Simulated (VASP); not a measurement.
# Be (Fm-3m) in VASP: a series of runs

Be is run at these levels: PBEsol; tasks: relaxation of cell and atoms.

Program: VASP 6.6.1. These are calculated values, not measurements. Logs are shortened: lines on timing, memory, paths and dates and some standing lists are left out, and cuts for length are marked.

## Step 1: The cell of the first run

The structure is cubic, space group Fm-3m (No. 225). Conventional cell: a = 2.344 Å, b = 2.344 Å, c = 2.344 Å, α = 90.00°, β = 90.00°, γ = 90.00°. Within 2.2 Å of Be (site symmetry m-3m) lie 12 Be at 1.66 Å.

This isn't the form of Be at room conditions, which is hcp.

## Step 2: Relaxation of cell and atoms, PBEsol, target pressure 470 GPa, at which the enthalpy is minimised

The input, INCAR:

```
SYSTEM = Be
PREC     = Accurate       ! precision mode
ENCUT    = 600            ! plane-wave cutoff, eV
EDIFF    = 1E-6           ! SCF threshold, eV
ISMEAR   = -1             ! smearing method
SIGMA    = 0.05           ! smearing width, eV
LREAL    = .False.        ! projectors in reciprocal space
LASPH    = .True.         ! aspherical terms in the spheres
NELM     = 60             ! most SCF steps
ALGO     = Normal         ! electronic algorithm
ISIF     = 3              ! what is computed and relaxed
LWAVE    = .False.        ! write WAVECAR
LCHARG   = .False.        ! write CHGCAR
GGA      = PS             ! functional
IBRION   = 2              ! ionic algorithm
NSW      = 60             ! ionic steps
EDIFFG   = -0.005         ! ionic threshold
PSTRESS  = 4700.0
```

The input, KPOINTS:

```
regular mesh
0
Gamma
  28 28 28
  0 0 0
```

The input, POSCAR:

```
Be
1.0
    0.0000000000      1.1722168642      1.1722168642
    1.1722168642      0.0000000000      1.1722168642
    1.1722168642      1.1722168642      0.0000000000
Be
1
Direct
    0.0000000000      0.0000000000      0.0000000000
```

Potentials or basis: VASP PAW PBE potentials, release 64 (Be).

Started as:

```bash
cat potpaw_PBE.64/Be/POTCAR > POTCAR
mpirun -np 1 vasp_std > vasp.out
```

OUTCAR:

```text
SYSTEM = Be
   PREC = Accurate
   ENCUT = 600
   EDIFF = 1E-6
   ISMEAR = -1
   LREAL = .False.
   LASPH = .True.
   NELM = 60
   ISIF = 3
   GGA = PS
   IBRION = 2
   NSW = 60
   EDIFFG = -0.005
   PSTRESS = 4700.0

 ion  position               nearest neighbor table
   1  0.000  0.000  0.000-

  LATTYP: Found a face centered cubic cell.
 ALAT       =     2.3444337284

  Lattice vectors:

 A1 = (   0.0000000000,   1.1722168642,   1.1722168642)
 A2 = (   1.1722168642,   0.0000000000,   1.1722168642)
 A3 = (   1.1722168642,   1.1722168642,   0.0000000000)

Analysis of symmetry for initial positions (statically):
=====================================================================
 Subroutine PRICEL returns:
 Original cell was already a primitive cell.

 Routine SETGRP: Setting up the symmetry group for a
 face centered cubic supercell.

 Subroutine GETGRP returns: Found 48 space group operations
 (whereof 48 operations were pure point group operations)
 out of a pool of 48 trial point group operations.

The static configuration has the point symmetry O_h .

Analysis of symmetry for dynamics (positions and initial velocities):
=====================================================================
 Subroutine PRICEL returns:
 Original cell was already a primitive cell.

 Routine SETGRP: Setting up the symmetry group for a
 face centered cubic supercell.

 Subroutine GETGRP returns: Found 48 space group operations
 (whereof 48 operations were pure point group operations)
 out of a pool of 48 trial point group operations.

The dynamic configuration has the point symmetry O_h .

 Subroutine INISYM returns: Found 48 space group operations
 (whereof 48 operations are pure point group operations),
 and found     1 'primitive' translations

----------------------------------------------------------------------------------------

                                     Primitive cell

  volume of cell :       3.2215

  direct lattice vectors                    reciprocal lattice vectors
     0.000000000  1.172216864  1.172216864    -0.426542234  0.426542234  0.426542234
     1.172216864  0.000000000  1.172216864     0.426542234 -0.426542234  0.426542234
     1.172216864  1.172216864  0.000000000     0.426542234  0.426542234 -0.426542234

  length of vectors
     1.657764987  1.657764987  1.657764987     0.738792821  0.738792821  0.738792821

  position of ions in fractional coordinates (direct lattice)
[... 86 lines left out ...]
   TEBEG  =    0.0;   TEEND  =   0.0 temperature during run
   PSTRESS= 4700.0 pullay stress
   NELECT =       2.0000    total number of electrons
   NUPDOWN=      -1.0000    fix difference up-down
   EMIN   =  10.00;   EMAX   =-10.00  energy-range for DOS
   EFERMI =   0.00;   METHOD = LEGACY
   ISMEAR =    -1;   SIGMA  =   0.05  broadening in eV -4-tet -1-fermi 0-gaus
   EFERMI_NEDOS =   21; number of points for ismear=-14 and -15
   IALGO  =     38    algorithm
   IMIX   =      4    mixing-type and parameters
     AMIX     =   0.40;   BMIX     =  1.00
     AMIX_MAG =   1.60;   BMIX_MAG =  1.00
  volume/ion in A,a.u.               =       3.22        21.74
  Fermi-wavevector in a.u.,A,eV,Ry     =   1.396583  2.639160 26.537417  1.950445
  Thomas-Fermi vector in A             =   2.519923
   LORBIT       =      0    0 simple, 1 ext, 2 COOP (PROOUT), +10 PAW based schemes
   GGA     = PS    functional components
   LHFCALC =     F    Hartree Fock is set to
   AEXX    =    0.0000 exact exchange contribution
   IVDW    =     0    specifies the selected vdW correction
   LEPSILON=     F    determine dielectric tensor
   LRPA    =     F    only Hartree local field effects (RPA)
 conjugate gradient relaxation of ions
 non-spin polarized calculation
  energy-cutoff  :      600.00
  volume of cell :        3.22
 maximum number of plane-waves:       116
 NGX is ok and might be reduce to    14
   NGX =  7   NGY =  7   NGZ =  7

--------------------------------------- Ionic step        1  -------------------------------------------

 number of electron       2.0000000 magnetization

 Free energy of the ion-electron system (eV)
  ---------------------------------------------------
  ext. energy  EPLUGINS =         0.00000000
  ---------------------------------------------------
  free energy    TOTEN  =        -0.39771787 eV

  energy without entropy =       -0.39754436  energy(sigma->0) =       -0.39763112

------------------------ aborting loop because EDIFF is reached ----------------------------------------

  FORCE on cell =-STRESS in cart. coord.  units (eV):
  Direction    XX          YY          ZZ          XY          YZ          ZX
  --------------------------------------------------------------------------------------
  -------------------------------------------------------------------------------------
  Total        9.5701718      9.5701718      9.5701718      0.0000000      0.0000000      0.0000000
  in kB     4759.6654457   4759.6654457   4759.6654457      0.0000000      0.0000000      0.0000000
  external PRESSURE =      59.6654457 kB  Pullay stress =    4700.0000000 kB
[... 61 lines left out ...]
--------------------------------------- Ionic step        3  -------------------------------------------

 number of electron       2.0000000 magnetization

 Free energy of the ion-electron system (eV)
  ---------------------------------------------------
  ext. energy  EPLUGINS =         0.00000000
  ---------------------------------------------------
  free energy    TOTEN  =        -0.44073262 eV

  energy without entropy =       -0.44055901  energy(sigma->0) =       -0.44064581

 E-fermi :  17.7856     XC(G=0): -13.9730

 val. band max:       17.7110040778   @ k =  -0.2857   0.4643   0.1786
 cond. band min:      17.9084062514   @ k =  -0.2500   0.4643   0.2143
 fundamental gap:      0.1974021736
 Fermi energy:        17.7855542456

 k-point     1 :       0.0000    0.0000    0.0000
  band No.  band energies     occupation
      1       1.3587      2.00000
      2      56.5964      0.00000
      3      56.5964      0.00000
      4      56.5964      0.00000
      5      69.4178      0.00000
[... 177 lines left out ...]
 k-point    24 :       0.3214    0.0357    0.0000
  band No.  band energies     occupation
      1       4.5436      2.00000
      2      31.3365      0.00000
      3      49.8352      0.00000
      4      52.6969      0.00000
      5      64.5861      0.00000

 [... further k-points ...]

------------------------ aborting loop because EDIFF is reached ----------------------------------------

  FORCE on cell =-STRESS in cart. coord.  units (eV):
  Direction    XX          YY          ZZ          XY          YZ          ZX
  --------------------------------------------------------------------------------------
  -------------------------------------------------------------------------------------
  Total        9.4929368      9.4929368      9.4929368      0.0000000      0.0000000      0.0000000
  in kB     4699.9934290   4699.9934290   4699.9934290      0.0000000      0.0000000      0.0000000
  external PRESSURE =      -0.0065710 kB  Pullay stress =    4700.0000000 kB
[... 20 lines left out ...]
  energy  without entropy=       -0.4405590056  energy(sigma->0) =       -0.44064581

  enthalpy is  TOTEN    =         9.0522174837 eV   P V=        9.4929500997

 reached required accuracy - stopping structural energy minimisation
```

Wall time 17 s (1 thread of Intel Xeon 8259CL, shared host); peak memory 0.12 GiB.

What came out:

```
Free energy                                                : -0.4407 eV
Relaxed volume                                             : 3.24 Å³/atom
Relaxed cell                                               : a = 1.660 Å, b = 1.660 Å, c = 1.660 Å, α = 60.00°, β = 60.00°, γ = 60.00°
Space group after relaxing (to 0.1 Å)                      : Fm-3m (No. 225)
Energy change on relaxing (the run minimises the enthalpy) : -43.0 meV/atom
Ionic steps                                                : 3
Pressure after relaxing                                    : 470.0 GPa
Band gap on the k mesh                                     : zero (bands 1 and 2 overlap by 2.31 eV)
```

Step by step:
| step | energy change (eV) | largest force (eV/Å) | pressure (GPa) | volume (Å³) |
| --- | --- | --- | --- | --- |
| 1 | 0.0000 | 0.0000 | 475.97 | 3.22 |
| 2 | -0.1631 | 0.0000 | 453.43 | 3.28 |
| 3 | -0.0430 | 0.0000 | 470.00 | 3.24 |

Final structure:
```
Be
1.0
     0.00000    1.17398    1.17398
     1.17398    0.00000    1.17398
     1.17398    1.17398    0.00000
Be
1
Direct
  0.00000 0.00000 0.00000
```

Levels at points of the mesh, in eV from the Fermi level:
| k point | band 1 | band 2 | band 3 | band 4 | band 5 |
| --- | --- | --- | --- | --- | --- |
| (0.00, 0.00, 0.00) | -16.43 | 38.81 | 38.81 | 38.81 | 51.63 |
| (0.50, 0.00, 0.00) | -10.33 | 5.07 | 32.79 | 32.79 | 46.09 |
| (0.50, 0.50, 0.00) | -5.14 | 8.69 | 18.38 | 18.38 | 25.89 |

Caveat: the cell is relaxed towards a set pressure, so the run minimises the enthalpy, not the energy; the PAW data sets were made with another functional, which shifts forces and pressure a little.

(Part 1 of 2 ends here.)
